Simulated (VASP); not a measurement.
Crystal: KBr.

```
Br K
1.0
     0.00000    3.30000    3.30000
     3.30000    0.00000    3.30000
     3.30000    3.30000    0.00000
Br K
1 1
Cartesian
  3.3323 3.3097 3.3103
  0.0259 -0.0284 0.0328
```

Base run:

| Quantity | Value |
| --- | --- |
| Program | VASP 6.6.1 |
| Functional | PBEsol |
| Potentials or basis | VASP PAW PBE potentials, release 64 (Br, K_sv) |
| Cutoff | 500 eV |
| k mesh | 5 × 5 × 5 |
| Occupations | methfessel-paxton, width 0.1 eV |
| Spin | no spin polarisation |

Its results: band gap on the k mesh 4.28 eV; pressure -0.3 GPa; largest force 0.049 eV/Å.

Q: The run is repeated on the same cell with these changes: functional from PBEsol to PBE; cutoff from 500 eV to 520 eV. What comes out?

A: Band gap on the k mesh 4.43 eV; pressure 0.8 GPa; largest force 0.056 eV/Å.

PBE binds less tightly than PBEsol, so the same cell stands under more pressure.

Caveats: the PAW data sets were made with another functional, which shifts forces and pressure a little (at least some runs).

